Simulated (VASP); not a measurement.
Runs of VASP 6.6.1 on CdTe. The structure is that of space group I-4m2 (No. 119), or close to it. The cells are those of the table. 

```tsv
cell	gap on the mesh (eV)	pressure (GPa)
a = 4.873, b = 4.636 Å, angles 61.6, 56.8, 61.6°, 2 atoms	0.71	-3.1
a = 4.813, b = 4.636 Å, angles 61.2, 57.6, 61.2°, 2 atoms	(a)	-2.4
a = 4.521, b = 4.636 Å, angles 59.2, 61.7, 59.2°, 2 atoms	1.22	2.4
a = 4.843, b = 4.636 Å, angles 61.4, 57.2, 61.4°, 2 atoms	0.77	-2.8
a = 4.410, b = 4.636 Å, angles 58.3, 63.4, 58.3°, 2 atoms	1.29	(b)
a = 4.465, b = 4.636 Å, angles 58.7, 62.5, 58.7°, 2 atoms	1.25	3.8
```

Alike in all rows: task single point; level r2SCAN; potentials or basis VASP PAW PBE potentials, release 64 (Cd, Te); no spin polarisation; k mesh 8 × 8 × 8; cutoff (eV) 520; smearing gaussian 0.05 eV.

Question: Fill in the values left out.

Answer: (a) 0.83; (b) 5.4.

Caveats: the PAW data sets were made with another functional, which shifts forces and pressure a little; spin-orbit coupling is left out, which moves the levels of the heavy elements; the cell stands under pressure (at least some runs); the cell stands under tension (at least some runs).

A k mesh can miss the band edges, and the runs leave out spin-orbit coupling on Cd, Te.
